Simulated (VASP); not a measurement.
**GaN: single point with PBE**

GaN:

```
Ga N
1.0
     0.00000    2.27399    2.27399
     2.27399    0.00000    2.27399
     2.27399    2.27399    0.00000
Ga N
1 1
Direct
  0.00000 0.00000 0.00000
  0.75000 0.75000 0.75000
```

```
Program                : VASP 6.6.1
Task                   : single point
Functional             : PBE
Potentials or basis    : VASP PAW PBE potentials, release 64 (Ga_d, N)
Cutoff                 : 600 eV
k mesh                 : 8 × 8 × 8
Occupations            : gaussian, width 0.01 eV
Spin                   : no spin polarisation
Dipole correction      : no
Further INCAR settings : ALGO = Normal; EDIFF = 1e-06; NBANDS = 16
```

```
Pressure               : 0.0 GPa
Band gap on the k mesh : 1.55 eV, direct
```

Levels at points of the mesh, in eV from the valence-band top:
```
           k point  band 7  band 8  band 9  band 10  band 11  band 12
(0.00, 0.00, 0.00)    0.00    0.00    0.00     1.55    10.13    10.13
(0.50, 0.00, 0.00)   -6.86   -0.93   -0.93     4.45     8.59    10.22
(0.50, 0.50, 0.00)   -6.01   -2.61   -2.61     3.34     6.50    11.52
```

Run time: 16 s on 1 thread of Intel(R) Xeon(R) Platinum 8488C (Sapphire Rapids), on a shared host, peak memory 0.15 GiB.

Expect the measured gap to be larger: semilocal functionals such as PBE lack the derivative discontinuity.
